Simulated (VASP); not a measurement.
Write the native input for VASP 6.6.1 that does the following.

```
Task                   : single point
Functional             : PBEsol
Potentials or basis    : VASP PAW PBE potentials, release 64 (Fe, Al, B)
Cutoff                 : 520 eV
k mesh                 : 6 × 6 × 6
Occupations            : fermi-dirac, width 0.05 eV
Spin                   : collinear spin, ferromagnetic start
Starting moments       : [3.0, 3.0, 3.0, 0.0, 0.0] μB
Dipole correction      : no
Further INCAR settings : ALGO = Normal; EDIFF = 1e-06; NBANDS = 27
```

The structure of AlFe3B lies in POSCAR:

```
AlFe3B
1.0
    3.7458755600      0.0000000000      0.0000000000
    0.0000000000      3.7458755600      0.0000000000
    0.0000000000      0.0000000000      3.8223220000
Fe Al B
3 1 1
Direct
    0.0000000000      0.0000000000      0.5000000000
    0.0000000000      0.5000000000      0.0000000000
    0.5000000000      0.0000000000      0.0000000000
    0.5000000000      0.5000000000      0.5000000000
    0.0000000000      0.0000000000      0.0000000000
```

These files were run (other wordings do the same):

INCAR

```
ALGO = Normal
EDIFF = 1E-6
ENCUT = 520
GGA = PS
ISIF = 2
ISMEAR = -1
ISPIN = 2
LASPH = T
LCHARG = F
LMAXMIX = 4
LORBIT = 11
LREAL = F
LWAVE = F
MAGMOM = 3 3 3 0 0
NBANDS = 27
NELM = 150
PREC = Accurate
SIGMA = 0.05
```

KPOINTS

```
k-points
0
Gamma
  6 6 6
```

Potentials or basis: VASP PAW PBE potentials, release 64 (Fe, Al, B).

Command:

```console
$ cat potpaw_PBE.64/Fe/POTCAR potpaw_PBE.64/Al/POTCAR potpaw_PBE.64/B/POTCAR > POTCAR
$ mpirun -np 1 vasp_std > vasp.out
```

Results of the run:

The pressure is 0.9 GPa. The band gap on the k mesh is zero (filled and empty bands overlap), the net moment is 4.02 μB per cell and the site moments are Fe +1.44, +1.41 (each value once); Al -0.06; B -0.12 μB. The valence electrons inside the program's atomic spheres are Fe 7.52, 7.58 (each value once); Al 0.75; B 2.17.

Caveat: the PAW data sets were made with another functional, which shifts forces and pressure a little.

Wall time 71 s on 1 thread of Intel(R) Xeon(R) Platinum 8488C (Sapphire Rapids), with other jobs on the host, peak memory 0.23 GiB.
